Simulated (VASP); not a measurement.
# PbSe (P1) in VASP: single point with PBEsol

Aim: the single point of PbSe with PBEsol.

Everything below comes from runs of VASP 6.6.1. Logs are shortened: lines on timing, memory, paths and dates and some standing lists are left out, and cuts for length are marked.

## Step 1: The cell of the first run

The typed cell holds 2 atoms: a = 3.699 Å, b = 3.789 Å, c = 3.708 Å, α = 87.69°, β = 91.23°, γ = 89.60°.

## Step 2: Single point, PBEsol (atoms moved at random and the cell strained at random)

File INCAR:

```
ALGO = Normal
EDIFF = 1E-6
ENCUT = 520
GGA = PS
ISIF = 2
ISMEAR = 0
LASPH = T
LCHARG = F
LREAL = F
LWAVE = F
NBANDS = 17
NELM = 80
PREC = Accurate
SIGMA = 0.1
```

File KPOINTS:

```
k-points
0
Gamma
  10 10 10
```

File POSCAR:

```
PbSe
1.0
    3.6987963228      0.0133208134     -0.0398110674
    0.0133208134      3.7886361271      0.0756864400
   -0.0398110674      0.0756864400      3.7074624202
Pb Se
1 1
Direct
    0.0152814692      0.0041989027      0.0004782891
    0.4847185308      0.4958010973      0.4995217109
```

Potentials or basis: VASP PAW PBE potentials, release 64 (Pb_d, Se).

Started as:

```console
cat potpaw_PBE.64/Pb_d/POTCAR potpaw_PBE.64/Se/POTCAR > POTCAR
mpirun -np 1 vasp_std > vasp.out
```

OUTCAR:

```text
EDIFF = 1E-6
   ENCUT = 520
   GGA = PS
   ISIF = 2
   ISMEAR = 0
   LASPH = T
   LREAL = F
   NELM = 80
   PREC = Accurate

 ion  position               nearest neighbor table
   1  0.015  0.004  0.000-   2 3.11   2 3.14   2 3.18   2 3.21   2 3.25   2 3.30   2 3.34   2 3.35

   2  0.485  0.496  0.500-   1 3.11   1 3.14   1 3.18   1 3.21   1 3.25   1 3.30   1 3.34   1 3.35

  LATTYP: Found a triclinic cell.
 ALAT       =     3.6990345501
 B/A-ratio  =     1.4266485541
 C/A-ratio  =     1.7403442151
 COS(alpha) =     0.0054117882
 COS(beta)  =     0.5910005341
 COS(gamma) =     0.6959884363

  Lattice vectors:

 A1 = (   3.6987963228,   0.0133208134,  -0.0398110674)
 A2 = (   3.6854755094,  -3.7753153137,  -0.1154975074)
 A3 = (   3.7519282036,   3.7262705005,  -3.6715870476)

Analysis of symmetry for initial positions (statically):
=====================================================================
 Subroutine PRICEL returns:
 Original cell was already a primitive cell.

 Routine SETGRP: Setting up the symmetry group for a
 triclinic supercell.

 Subroutine GETGRP returns: Found  1 space group operations
 (whereof  1 operations were pure point group operations)
 out of a pool of  2 trial point group operations.

The static configuration has the point symmetry C_1 .

Analysis of symmetry for dynamics (positions and initial velocities):
=====================================================================
 Subroutine PRICEL returns:
 Original cell was already a primitive cell.

 Routine SETGRP: Setting up the symmetry group for a
 triclinic supercell.

 Subroutine GETGRP returns: Found  1 space group operations
 (whereof  1 operations were pure point group operations)
 out of a pool of  2 trial point group operations.

The dynamic configuration has the point symmetry C_1 .

 Subroutine INISYM returns: Found  1 space group operations
 (whereof  1 operations are pure point group operations),
 and found     1 'primitive' translations

----------------------------------------------------------------------------------------

                                     Primitive cell

  volume of cell :      51.9262

  direct lattice vectors                    reciprocal lattice vectors
     3.698796323  0.013320813 -0.039811067     0.270393330 -0.001009116  0.002924109
     0.013320813  3.788636127  0.075686440    -0.001009116  0.264058682 -0.005401494
    -0.039811067  0.075686440  3.707462420     0.002924109 -0.005401494  0.269867936

  length of vectors
[... 81 lines left out ...]
   NELM   =     80;   NELMIN=  2; NELMDL= -5     # of ELM steps
   EDIFF  = 0.1E-05   stopping-criterion for ELM
   LREAL  =      F    real-space projection
   EDIFFG = 0.1E-04   stopping-criterion for IOM
   NSW    =      0    number of steps for IOM
   IBRION =     -1    ionic relax: 0-MD 1-quasi-New 2-CG
   NFREE  =      0    steps in history (QN), initial steepest desc. (CG)
   ISIF   =      2    stress and relaxation
   ISYM   =      2    0-nonsym 1-usesym 2-fastsym
   POTIM  = 0.5000    time-step for ionic-motion
   TEBEG  =    0.0;   TEEND  =   0.0 temperature during run
   PSTRESS=    0.0 pullay stress
   NELECT =      20.0000    total number of electrons
   NUPDOWN=      -1.0000    fix difference up-down
   EMIN   =  10.00;   EMAX   =-10.00  energy-range for DOS
   EFERMI =   0.00;   METHOD = LEGACY
   ISMEAR =     0;   SIGMA  =   0.10  broadening in eV -4-tet -1-fermi 0-gaus
   EFERMI_NEDOS =   21; number of points for ismear=-14 and -15
   IALGO  =     38    algorithm
   IMIX   =      4    mixing-type and parameters
     AMIX     =   0.40;   BMIX     =  1.00
     AMIX_MAG =   1.60;   BMIX_MAG =  1.00
  volume/ion in A,a.u.               =      25.96       175.21
  Fermi-wavevector in a.u.,A,eV,Ry     =   1.191121  2.250893 19.303537  1.418770
  Thomas-Fermi vector in A             =   2.327190
   LORBIT       =      0    0 simple, 1 ext, 2 COOP (PROOUT), +10 PAW based schemes
   GGA     = PS    functional components
   LHFCALC =     F    Hartree Fock is set to
   AEXX    =    0.0000 exact exchange contribution
   IVDW    =     0    specifies the selected vdW correction
   LEPSILON=     F    determine dielectric tensor
   LRPA    =     F    only Hartree local field effects (RPA)
 non-spin polarized calculation
 Gauss-broadening in eV      SIGMA  =   0.10
  energy-cutoff  :      520.00
  volume of cell :       51.93
 maximum number of plane-waves:      1418
   NGX = 13   NGY = 15   NGZ = 13

 number of electron      20.0000001 magnetization

 Free energy of the ion-electron system (eV)
  ---------------------------------------------------
  ext. energy  EPLUGINS =         0.00000000
  ---------------------------------------------------
  free energy    TOTEN  =        -8.50411786 eV

  energy without entropy =       -8.50010208  energy(sigma->0) =       -8.50210997

 E-fermi :   5.6760     XC(G=0): -10.3177

 val. band max:        5.6713131560   @ k =   0.3000  -0.1000   0.1000
 cond. band min:       5.6866404767   @ k =  -0.4000  -0.4000   0.4000
 fundamental gap:      0.0153273208
 Fermi energy:         5.6760323567

 k-point     1 :       0.0000    0.0000    0.0000
  band No.  band energies     occupation
      1     -11.2037      2.00000
      2     -11.1826      2.00000
      3     -11.0236      2.00000
      4     -11.0215      2.00000
      5     -11.0190      2.00000
      6      -7.8655      2.00000
[... 457 lines left out ...]
      4     -11.0532      2.00000
      5     -11.0315      2.00000
      6      -6.9315      2.00000
[... 9 lines left out ...]
     16      15.7806      0.00000
     17      16.1699      0.00000

 [... further k-points ...]

------------------------ aborting loop because EDIFF is reached ----------------------------------------

  FORCE on cell =-STRESS in cart. coord.  units (eV):
  Direction    XX          YY          ZZ          XY          YZ          ZX
  --------------------------------------------------------------------------------------
  -------------------------------------------------------------------------------------
  Total       -0.0294941     -0.5915427     -0.1167151     -0.0442283     -0.1277891      0.0585129
  in kB       -0.9100361    -18.2519886     -3.6012317     -1.3646606     -3.9429201      1.8054105
  external PRESSURE =      -7.5877521 kB  Pullay stress =       0.0000000 kB

 VOLUME and BASIS-vectors are now :
 -----------------------------------------------------------------------------
  energy-cutoff  :      520.00
  volume of cell :       51.93
      direct lattice vectors                 reciprocal lattice vectors
     3.698796323  0.013320813 -0.039811067     0.270393330 -0.001009116  0.002924109
     0.013320813  3.788636127  0.075686440    -0.001009116  0.264058682 -0.005401494
    -0.039811067  0.075686440  3.707462420     0.002924109 -0.005401494  0.269867936

 POSITION                                       TOTAL-FORCE (eV/Angst)
 -----------------------------------------------------------------------------------
      0.05656      0.01615      0.00148         0.064072      0.030856     -0.003781
      1.77959      1.92267      1.87019        -0.064072     -0.030856      0.003781
 -----------------------------------------------------------------------------------
    total drift:                               -0.000225     -0.000109     -0.000076

  FREE ENERGIE OF THE ION-ELECTRON SYSTEM (eV)
  ---------------------------------------------------
  free  energy   TOTEN  =        -8.5041178585 eV

  energy  without entropy=       -8.5001020840  energy(sigma->0) =       -8.50210997
```

It took 1.9 min on 1 thread of Intel Xeon 6975P-C (Granite Rapids), shared host; peak memory 0.52 GiB.

Results:

```yaml
Free_energy: -8.5041 eV
Pressure: -0.8 GPa
Largest_force: 0.071 eV/Å
Band_gap_on_the_k_mesh: zero (bands 10 and 11 overlap by 1.07 eV)
```

Forces in eV/Å, atoms in the order of the input:
```
Pb   0.064  0.031 -0.004
Se  -0.064 -0.031  0.004
```

Levels at points of the mesh, in eV from the Fermi level:
| k point | band 6 | band 7 | band 8 | band 9 | band 10 | band 11 | band 12 | band 13 | band 14 | band 15 |
| --- | --- | --- | --- | --- | --- | --- | --- | --- | --- | --- |
| (0.00, 0.00, 0.00) | -13.54 | -6.99 | -1.94 | -1.54 | -1.40 | 4.79 | 4.98 | 5.99 | 6.44 | 6.76 |
| (0.50, 0.00, 0.00) | -12.36 | -9.10 | -0.52 | -0.40 | -0.20 | 0.09 | 3.19 | 3.68 | 6.32 | 8.39 |
| (0.00, 0.50, 0.00) | -12.41 | -9.29 | -0.40 | -0.30 | -0.03 | 0.29 | 3.40 | 3.57 | 6.39 | 8.40 |
| (0.50, 0.50, 0.00) | -11.65 | -7.60 | -4.66 | -4.64 | -0.01 | 4.19 | 4.27 | 5.38 | 6.81 | 8.67 |
| (0.00, 0.00, 0.50) | -12.35 | -9.16 | -0.55 | -0.35 | -0.13 | 0.11 | 3.17 | 3.64 | 6.36 | 8.36 |
| (0.50, 0.00, 0.50) | -11.60 | -7.45 | -4.63 | -4.57 | -0.19 | 3.90 | 4.05 | 5.08 | 6.58 | 8.37 |
| (0.00, 0.50, 0.50) | -11.66 | -7.57 | -4.73 | -4.63 | 0.02 | 4.17 | 4.50 | 5.31 | 6.82 | 8.92 |
| (0.50, 0.50, 0.50) | -11.38 | -6.39 | -2.63 | -2.56 | -2.46 | -0.88 | -0.76 | -0.54 | 13.55 | 14.15 |

Caveat: the cell differs from its parent crystal (atoms moved at random and the cell strained at random); the PAW data sets were made with another functional, which shifts forces and pressure a little; spin-orbit coupling is left out, which moves the levels of the heavy elements.
